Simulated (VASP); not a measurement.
**PtS2: relaxation of shape and atoms at fixed volume with r2SCAN**

The system is PtS2.

```xyz
3
Lattice="3.5709 0.0000 0.0000 -1.7855 3.0925 0.0000 0.0000 0.0000 5.7444" Properties=species:S:1:pos:R:3 pbc="T T T"
Pt    0.0000    0.0000    0.0000
S     0.0000    2.0617    1.2425
S     1.7855    1.0308    4.5019
```

```yaml
Program: VASP 6.6.1
Task: relaxation of shape and atoms at fixed volume
Functional: r2SCAN
Potentials_or_basis: VASP PAW PBE potentials, release 64 (Pt, S)
Cutoff: 550 eV
k_mesh: 8 × 8 × 4
Occupations: gaussian, width 0.05 eV
Spin: no spin polarisation
Dipole_correction: no
Further_INCAR_settings: ALGO = Normal; EDIFF = 1e-07; IBRION = 2; EDIFFG = -0.01; NSW = 60; ISIF = 4
```

```
Energy gained by relaxing : 3.0 meV/atom
Ionic steps               : 6
Pressure after relaxing   : -0.3 GPa
Band gap on the k mesh    : 1.48 eV (least direct gap 1.52 eV)
```

Step by step:
```
step  energy change (eV)  largest force (eV/Å)  pressure (GPa)  volume (Å³)
   1              0.0000                0.2641           -2.57        63.44
   2             -0.0062                0.1124           -1.54        63.44
   3             -0.0081                0.0230           -0.61        63.44
   4             -0.0082                0.0369           -0.52        63.44
   5             -0.0088                0.0144           -0.40        63.44
   6             -0.0089                0.0015           -0.33        63.44
```

Final structure:
```
Pt S
1.0
     3.54762    0.00000    0.00000
    -1.77381    3.07233    0.00000
     0.00000    0.00000    5.82022
Pt S
1 2
Direct
  0.00000 0.00000 0.00000
  0.33333 0.66667 0.21217
  0.66667 0.33333 0.78783
```

Levels at points of the mesh, in eV from the valence-band top:
```tsv
k point	band 7	band 8	band 9	band 10	band 11	band 12	band 13	band 14	band 15
(0.00, 0.00, 0.00)	-3.34	-1.42	-0.54	-0.54	-0.21	3.07	3.07	6.14	6.22
(0.50, 0.00, 0.00)	-2.64	-2.52	-2.41	-2.16	-1.99	2.55	3.05	5.93	7.24
(0.00, 0.00, 0.50)	-3.34	-1.67	-0.84	-0.60	-0.60	3.22	3.22	6.37	7.78
(0.50, 0.00, 0.50)	-2.64	-2.59	-2.31	-2.16	-1.39	2.78	2.90	5.63	6.62
```

Run time: 29 min on 1 thread of Intel Xeon 8259CL, with other jobs on the host, peak memory 0.23 GiB.

Caveat: the PAW data sets were made with another functional, which shifts forces and pressure a little; spin-orbit coupling is left out, which moves the levels of the heavy elements. A k mesh can miss the band edges.
